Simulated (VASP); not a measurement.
# SrO in VASP: further runs

The runs below take SrO through electric field gradients, with PBE.

Everything below comes from runs of VASP 6.6.1. Logs are shortened: lines on timing, memory, paths and dates and some standing lists are left out, and cuts for length are marked.

## Step 1: The cell of the first run

It takes space group R-3m (No. 166, trigonal). The conventional cell has a = 3.598 Å, b = 3.598 Å, c = 9.080 Å, α = 90.00°, β = 90.00°, γ = 120.00°. Within 3.4 Å of Sr (site symmetry -3m) lie 6 O at 2.57 Å. Within 3.4 Å of O (site symmetry -3m) lie 6 Sr at 2.57 Å.

## Step 2: Electric field gradients, PBE (equal xy, yz and zx shear strains of +2 %)

The input, INCAR:

```
SYSTEM = SrO
ALGO = Normal
EDIFF = 1E-8
ENCUT = 520
GGA = PE
ISIF = 2
ISMEAR = -1
LASPH = .True.
LCHARG = .False.
LEFG = .True.
LREAL = .False.
LWAVE = .False.
NBANDS = 15
NELM = 80
PREC = Accurate
SIGMA = 0.02
```

The input, KPOINTS:

```
k-points
0
Gamma
  8 8 8
  0 0 0
```

The input, POSCAR:

```
SrO
1.0
    0.0513960000      2.5954980000      2.5954980000
    2.5954980000      0.0513960000      2.5954980000
    2.5954980000      2.5954980000      0.0513960000
Sr O
1 1
Direct
    0.0000000000      0.0000000000      0.0000000000
    0.5000000000      0.5000000000      0.5000000000
```

Potentials or basis: VASP PAW PBE potentials, release 64 (Sr_sv, O).

On the command line:

```console
> cat potpaw_PBE.64/Sr_sv/POTCAR potpaw_PBE.64/O/POTCAR > POTCAR
> mpirun -np 1 vasp_std > vasp.out
```

OUTCAR:

```text
SYSTEM = SrO
   EDIFF = 1E-8
   ENCUT = 520
   GGA = PE
   ISIF = 2
   ISMEAR = -1
   LASPH = .True.
   LREAL = .False.
   NELM = 80
   PREC = Accurate

 ion  position               nearest neighbor table
   1  0.000  0.000  0.000-   2 2.57   2 2.57   2 2.57   2 2.57   2 2.57   2 2.57
   2  0.500  0.500  0.500-   1 2.57   1 2.57   1 2.57   1 2.57   1 2.57   1 2.57

  LATTYP: Found a trigonal (rhomboedric) cell.
 ALAT       =     3.6709482814
 COS(alpha) =     0.5197000882

  Lattice vectors:

 A1 = (   0.0513960000,   2.5954980000,   2.5954980000)
 A2 = (   2.5954980000,   0.0513960000,   2.5954980000)
 A3 = (   2.5954980000,   2.5954980000,   0.0513960000)

Analysis of symmetry for initial positions (statically):
=====================================================================
 Subroutine PRICEL returns:
 Original cell was already a primitive cell.

 Routine SETGRP: Setting up the symmetry group for a
 trigonal (rhombohedral) supercell.

 Subroutine GETGRP returns: Found 12 space group operations
 (whereof 12 operations were pure point group operations)
 out of a pool of 12 trial point group operations.

The static configuration has the point symmetry D_3d.

Analysis of symmetry for dynamics (positions and initial velocities):
=====================================================================
 Subroutine PRICEL returns:
 Original cell was already a primitive cell.

 Routine SETGRP: Setting up the symmetry group for a
 trigonal (rhombohedral) supercell.

 Subroutine GETGRP returns: Found 12 space group operations
 (whereof 12 operations were pure point group operations)
 out of a pool of 12 trial point group operations.

The dynamic configuration has the point symmetry D_3d.

 Subroutine INISYM returns: Found 12 space group operations
 (whereof 12 operations are pure point group operations),
 and found     1 'primitive' translations

----------------------------------------------------------------------------------------

                                     Primitive cell

  volume of cell :      33.9311

  direct lattice vectors                    reciprocal lattice vectors
     0.051396000  2.595498000  2.595498000    -0.198459795  0.194606207  0.194606207
     2.595498000  0.051396000  2.595498000     0.194606207 -0.198459795  0.194606207
     2.595498000  2.595498000  0.051396000     0.194606207  0.194606207 -0.198459795

  length of vectors
     3.670948281  3.670948281  3.670948281     0.339307296  0.339307296  0.339307296
[... 129 lines left out ...]

 val. band max:        1.6984587260   @ k =   0.0000   0.0000   0.0000
 cond. band min:       4.9331719543   @ k =   0.5000   0.5000   0.0000
 fundamental gap:      3.2347132283
 Fermi energy:         2.0848646945

 k-point     1 :       0.0000    0.0000    0.0000
  band No.  band energies     occupation
      1     -30.7177      2.00000
      2     -13.4184      2.00000
      3     -12.3638      2.00000
      4     -12.3466      2.00000
      5     -12.3466      2.00000
      6       1.6319      2.00000
      7       1.6985      2.00000
      8       1.6985      2.00000
      9       5.6578      0.00000
     10       7.6573      0.00000
     11       7.9991      0.00000
     12       7.9991      0.00000
     13      10.0671      0.00000
     14      10.0671      0.00000
[... 401 lines left out ...]
      2     -14.5088      2.00000
      3     -12.5707      2.00000
      4     -12.3901      2.00000
      5     -11.4416      2.00000
      6       0.0977      2.00000
      7       0.8012      2.00000
      8       1.1590      2.00000
      9       7.6398      0.00000
     10       8.3006      0.00000
     11       9.3584      0.00000
     12       9.8920      0.00000
     13      11.9994      0.00000
     14      12.3245      0.00000
     15      17.7113      0.00000

 [... further k-points ...]
[... 5 lines left out ...]
  --------------------------------------------------------------------------------------
  -------------------------------------------------------------------------------------
  Total        0.7409895      0.7409895      0.7409895     -0.2413902     -0.2413902     -0.2413902
  in kB       34.9884001     34.9884001     34.9884001    -11.3980816    -11.3980816    -11.3980816
  external PRESSURE =      34.9884001 kB  Pullay stress =       0.0000000 kB

 VOLUME and BASIS-vectors are now :
 -----------------------------------------------------------------------------
  energy-cutoff  :      520.00
  volume of cell :       33.93
      direct lattice vectors                 reciprocal lattice vectors
     0.051396000  2.595498000  2.595498000    -0.198459795  0.194606207  0.194606207
     2.595498000  0.051396000  2.595498000     0.194606207 -0.198459795  0.194606207
     2.595498000  2.595498000  0.051396000     0.194606207  0.194606207 -0.198459795

 POSITION                                       TOTAL-FORCE (eV/Angst)
 -----------------------------------------------------------------------------------
      0.00000      0.00000      0.00000         0.000000      0.000000     -0.000000
      2.62120      2.62120      2.62120        -0.000000     -0.000000      0.000000
 -----------------------------------------------------------------------------------
    total drift:                                0.000000      0.000000      0.000000

  FREE ENERGIE OF THE ION-ELECTRON SYSTEM (eV)
  ---------------------------------------------------
  free  energy   TOTEN  =       -12.0330386771 eV

  energy  without entropy=      -12.0330386770  energy(sigma->0) =      -12.03303868

 Electric field gradients (V/A^2)
---------------------------------------------------------------------
 ion       V_xx      V_yy      V_zz      V_xy      V_xz      V_yz
---------------------------------------------------------------------
   1       0.000    -0.000    -0.000    -7.697    -7.697    -7.697
   2      -0.000     0.000    -0.000     1.088     1.088     1.088
---------------------------------------------------------------------

 Electric field gradients after diagonalization (V/A^2)
 (convention: |V_zz| > |V_xx| > |V_yy|)
----------------------------------------------------------------------
 ion       V_xx      V_yy      V_zz     asymmetry (V_yy - V_xx)/ V_zz
----------------------------------------------------------------------
   1       7.697     7.697   -15.395       0.000
   2      -1.088    -1.088     2.177       0.000
----------------------------------------------------------------------

           NMR quadrupolar parameters

 Cq : quadrupolar parameter    Cq=e*Q*V_zz/h
 eta: asymmetry parameters     (V_yy - V_xx)/ V_zz
 Q  : nuclear electric quadrupole moment in mb (millibarn)
----------------------------------------------------------------------
 ion       Cq(MHz)       eta       Q (mb)
----------------------------------------------------------------------
   1      -0.037       0.000       1.000
   2       0.005       0.000       1.000
----------------------------------------------------------------------
```

OSZICAR:

```text
N       E                     dE             d eps       ncg     rms          rms(c)
DAV:   1     0.696228467962E+02    0.69623E+02   -0.84020E+03  1950   0.104E+03
DAV:   2    -0.109640772365E+02   -0.80587E+02   -0.73700E+02  2741   0.219E+02
DAV:   3    -0.141758872390E+02   -0.32118E+01   -0.31959E+01  2499   0.396E+01
DAV:   4    -0.142348040733E+02   -0.58917E-01   -0.58911E-01  2454   0.541E+00
DAV:   5    -0.142365060044E+02   -0.17019E-02   -0.17019E-02  2426   0.745E-01    0.165E+01
DAV:   6    -0.121802982758E+02    0.20562E+01   -0.66518E+00  1992   0.195E+01    0.194E+01
DAV:   7    -0.120420242657E+02    0.13827E+00   -0.29309E-01  2349   0.482E+00    0.113E+01
DAV:   8    -0.120310154259E+02    0.11009E-01   -0.11850E-01  2573   0.343E+00    0.446E-01
DAV:   9    -0.120324214981E+02   -0.14061E-02   -0.57067E-03  2436   0.480E-01    0.232E-01
DAV:  10    -0.120328802021E+02   -0.45870E-03   -0.44427E-04  2132   0.197E-01    0.846E-02
DAV:  11    -0.120330205736E+02   -0.14037E-03   -0.13785E-04  2139   0.870E-02    0.270E-02
DAV:  12    -0.120330387278E+02   -0.18154E-04   -0.26861E-05  2097   0.381E-02    0.209E-02
DAV:  13    -0.120330387907E+02   -0.62915E-07   -0.13779E-06  2209   0.103E-02    0.325E-03
DAV:  14    -0.120330386786E+02    0.11209E-06   -0.12846E-07  2601   0.270E-03    0.230E-03
DAV:  15    -0.120330386771E+02    0.15664E-08   -0.64996E-09  1786   0.774E-04
   1 F= -.12033039E+02 E0= -.12033039E+02  d E =-.153462E-10
```

stdout:

```text
POSCAR found type information on POSCAR SrO
 POSCAR found :  2 types and       2 ions
 scaLAPACK will be used
 LDA part: xc-table for (Slater+PW92), standard interpolation
 POSCAR, INCAR and KPOINTS ok, starting setup
 FFT: planning ... GRIDC
 FFT: planning ... GRID_SOFT
 FFT: planning ... GRID
 WAVECAR not read
 entering main loop
ion   1

ion   2
```

Run time: 18 s. Hardware: 1 thread of Intel Xeon 6975P-C (Granite Rapids), shared host; peak memory 0.18 GiB.

Results:

| Item | Value |
| --- | --- |
| Free energy | -12.0330 eV |
| Pressure | 3.5 GPa |
| Band gap on the k mesh | 3.23 eV, indirect (least direct gap 3.32 eV) |

Levels at points of the mesh, in eV from the valence-band top:
| k point | band 4 | band 5 | band 6 | band 7 | band 8 | band 9 | band 10 | band 11 | band 12 | band 13 |
| --- | --- | --- | --- | --- | --- | --- | --- | --- | --- | --- |
| (0.00, 0.00, 0.00) | -14.05 | -14.05 | -0.07 | 0.00 | 0.00 | 3.96 | 5.96 | 6.30 | 6.30 | 8.37 |
| (0.50, 0.00, 0.00) | -14.13 | -12.88 | -2.20 | -1.26 | -1.12 | 6.53 | 8.46 | 8.71 | 9.06 | 11.88 |
| (0.50, 0.50, 0.00) | -14.43 | -14.40 | -0.46 | -0.13 | -0.09 | 3.23 | 7.78 | 10.14 | 10.38 | 11.07 |
| (0.50, 0.50, 0.50) | -14.11 | -12.79 | -2.20 | -1.07 | -1.07 | 6.45 | 8.40 | 8.69 | 8.69 | 11.86 |

Electric field gradients, principal values (V/Å²):
```
atom   least  middle  greatest (by size)
1 Sr   7.697   7.697             -15.395
 2 O  -1.088  -1.088               2.177
```

Caveat: the cell differs from its parent crystal (equal xy, yz and zx shear strains of +2 %); without QUAD_EFG the Cq values of the log hold for a quadrupole moment of 1 mb, not for the nuclei. A k mesh can miss the band edges.

## Step 3: Electric field gradients, PBE (zz strain of -3 %)

The input, INCAR:

```
SYSTEM = SrO
PREC = Accurate
ENCUT = 520
EDIFF = 1E-8
ISMEAR = -1
SIGMA = 0.02
LREAL = .FALSE.
LASPH = .TRUE.
NELM = 60
ALGO = Normal
ISIF = 2
LWAVE = .FALSE.
LCHARG = .FALSE.
GGA = PE
LEFG = .TRUE.
NBANDS = 15
```

The input, KPOINTS:

```
regular mesh
0
G
  8 8 8
  0 0 0
```

The input, POSCAR:

```
SrO
1.0
    0.0000000000      2.5698000000      2.4927060000
    2.5698000000      0.0000000000      2.4927060000
    2.5698000000      2.5698000000      0.0000000000
Sr O
1 1
Direct
    0.0000000000      0.0000000000      0.0000000000
    0.5000000000      0.5000000000      0.5000000000
```

Potentials or basis: VASP PAW PBE potentials, release 64 (Sr_sv, O).

On the command line:

```console
> cat potpaw_PBE.64/Sr_sv/POTCAR potpaw_PBE.64/O/POTCAR > POTCAR
> mpirun -np 1 vasp_std > vasp.out
```

OUTCAR:

```text
SYSTEM = SrO
   PREC = Accurate
   ENCUT = 520
   EDIFF = 1E-8
   ISMEAR = -1
   LREAL = .FALSE.
   LASPH = .TRUE.
   NELM = 60
   ISIF = 2
   GGA = PE

 ion  position               nearest neighbor table
   1  0.000  0.000  0.000-   2 2.49   2 2.49   2 2.57   2 2.57   2 2.57   2 2.57
   2  0.500  0.500  0.500-   1 2.49   1 2.49   1 2.57   1 2.57   1 2.57   1 2.57

  LATTYP: Found a body centered tetragonal cell.
 ALAT       =     3.6342460126
 C/A-ratio  =     1.3717871555

  Lattice vectors:

 A1 = (   0.0000000000,  -2.5698000000,  -2.4927060000)
 A2 = (   0.0000000000,   2.5698000000,  -2.4927060000)
 A3 = (   2.5698000000,   0.0000000000,   2.4927060000)

Analysis of symmetry for initial positions (statically):
=====================================================================
 Subroutine PRICEL returns:
 Original cell was already a primitive cell.

 Routine SETGRP: Setting up the symmetry group for a
 body centered tetragonal supercell.

 Subroutine GETGRP returns: Found 16 space group operations
 (whereof 16 operations were pure point group operations)
 out of a pool of 16 trial point group operations.

The static configuration has the point symmetry D_4h.

Analysis of symmetry for dynamics (positions and initial velocities):
=====================================================================
 Subroutine PRICEL returns:
 Original cell was already a primitive cell.

 Routine SETGRP: Setting up the symmetry group for a
 body centered tetragonal supercell.

 Subroutine GETGRP returns: Found 16 space group operations
 (whereof 16 operations were pure point group operations)
 out of a pool of 16 trial point group operations.

[... 166 lines left out ...]
     11       8.0248      0.00000
     12       8.2595      0.00000
     13      10.1272      0.00000
     14      10.5878      0.00000
[... 401 lines left out ...]
      2     -14.5121      2.00000
      3     -12.2216      2.00000
      4     -12.1900      2.00000
      5     -11.1974      2.00000
      6       0.1405      2.00000
      7       0.9285      2.00000
      8       1.1299      2.00000
      9       7.5292      0.00000
     10       9.1181      0.00000
     11      10.4442      0.00000
     12      10.6428      0.00000
     13      12.5642      0.00000
     14      12.9420      0.00000
     15      17.8582      0.00000

 [... further k-points ...]
[... 5 lines left out ...]
  --------------------------------------------------------------------------------------
  -------------------------------------------------------------------------------------
  Total        1.0646237      1.0646237      2.1820156      0.0000000     -0.0000000     -0.0000000
  in kB       51.8092153     51.8092153    106.1863586      0.0000000     -0.0000000     -0.0000000
  external PRESSURE =      69.9349297 kB  Pullay stress =       0.0000000 kB

 VOLUME and BASIS-vectors are now :
 -----------------------------------------------------------------------------
  energy-cutoff  :      520.00
  volume of cell :       32.92
      direct lattice vectors                 reciprocal lattice vectors
     0.000000000  2.569800000  2.492706000    -0.194567671  0.194567671  0.200585227
     2.569800000  0.000000000  2.492706000     0.194567671 -0.194567671  0.200585227
     2.569800000  2.569800000  0.000000000     0.194567671  0.194567671 -0.200585227

 POSITION                                       TOTAL-FORCE (eV/Angst)
 -----------------------------------------------------------------------------------
      0.00000      0.00000      0.00000        -0.000000      0.000000     -0.000000
      2.56980      2.56980      2.49271         0.000000     -0.000000      0.000000
 -----------------------------------------------------------------------------------
    total drift:                                0.000000      0.000000      0.000000

  FREE ENERGIE OF THE ION-ELECTRON SYSTEM (eV)
  ---------------------------------------------------
  free  energy   TOTEN  =       -11.9960795157 eV

  energy  without entropy=      -11.9960795157  energy(sigma->0) =      -11.99607952

 Electric field gradients (V/A^2)
---------------------------------------------------------------------
 ion       V_xx      V_yy      V_zz      V_xy      V_xz      V_yz
---------------------------------------------------------------------
   1      17.014    17.014   -34.028     0.000     0.000     0.000
   2       5.561     5.561   -11.122    -0.001    -0.002    -0.002
---------------------------------------------------------------------

 Electric field gradients after diagonalization (V/A^2)
 (convention: |V_zz| > |V_xx| > |V_yy|)
----------------------------------------------------------------------
 ion       V_xx      V_yy      V_zz     asymmetry (V_yy - V_xx)/ V_zz
----------------------------------------------------------------------
   1      17.014    17.014   -34.028       0.000
   2       5.562     5.560   -11.122       0.000
----------------------------------------------------------------------

           NMR quadrupolar parameters

 Cq : quadrupolar parameter    Cq=e*Q*V_zz/h
 eta: asymmetry parameters     (V_yy - V_xx)/ V_zz
 Q  : nuclear electric quadrupole moment in mb (millibarn)
----------------------------------------------------------------------
 ion       Cq(MHz)       eta       Q (mb)
----------------------------------------------------------------------
   1      -0.082       0.000       1.000
   2      -0.027       0.000       1.000
----------------------------------------------------------------------
```

OSZICAR:

```text
N       E                     dE             d eps       ncg     rms          rms(c)
DAV:   1     0.674803574568E+02    0.67480E+02   -0.84701E+03  1770   0.105E+03
DAV:   2    -0.111128578339E+02   -0.78593E+02   -0.71853E+02  2491   0.219E+02
DAV:   3    -0.141594879581E+02   -0.30466E+01   -0.30304E+01  2274   0.384E+01
DAV:   4    -0.142139954687E+02   -0.54508E-01   -0.54502E-01  2256   0.510E+00
DAV:   5    -0.142157827758E+02   -0.17873E-02   -0.17873E-02  2194   0.716E-01    0.176E+01
DAV:   6    -0.121332105490E+02    0.20826E+01   -0.65484E+00  1840   0.198E+01    0.207E+01
DAV:   7    -0.120049374614E+02    0.12827E+00   -0.27422E-01  2127   0.474E+00    0.121E+01
DAV:   8    -0.119938577743E+02    0.11080E-01   -0.11359E-01  2309   0.334E+00    0.556E-01
DAV:   9    -0.119954555593E+02   -0.15978E-02   -0.53967E-03  2318   0.473E-01    0.231E-01
DAV:  10    -0.119959364463E+02   -0.48089E-03   -0.45748E-04  1882   0.196E-01    0.754E-02
DAV:  11    -0.119960621215E+02   -0.12568E-03   -0.11783E-04  1966   0.806E-02    0.263E-02
DAV:  12    -0.119960796881E+02   -0.17567E-04   -0.25510E-05  1861   0.372E-02    0.153E-02
DAV:  13    -0.119960797543E+02   -0.66195E-07   -0.95225E-07  1987   0.871E-03    0.319E-03
DAV:  14    -0.119960794917E+02    0.26262E-06   -0.93771E-08  2393   0.232E-03    0.248E-03
DAV:  15    -0.119960795089E+02   -0.17205E-07   -0.46602E-09  1445   0.666E-04    0.284E-04
DAV:  16    -0.119960795157E+02   -0.67887E-08   -0.10739E-09  1011   0.259E-04
   1 F= -.11996080E+02 E0= -.11996080E+02  d E =-.539431E-13
```

It took 22 s on 1 thread of Intel Xeon Platinum 8488C (Sapphire Rapids), shared host; peak memory 0.17 GiB.

What came out:

```yaml
Free_energy: -11.9961 eV
Pressure: 7.0 GPa
Band_gap_on_the_k_mesh: 3.08 eV, indirect (least direct gap 3.25 eV)
```

Electric field gradients, principal values (V/Å²):
| atom | least | middle | greatest (by size) |
| --- | --- | --- | --- |
| 1 Sr | 17.014 | 17.014 | -34.028 |
| 2 O | 5.560 | 5.562 | -11.122 |

Caveat: the cell differs from its parent crystal (zz strain of -3 %); without QUAD_EFG the Cq values of the log hold for a quadrupole moment of 1 mb, not for the nuclei.

(Continued in part 2 of 3.)
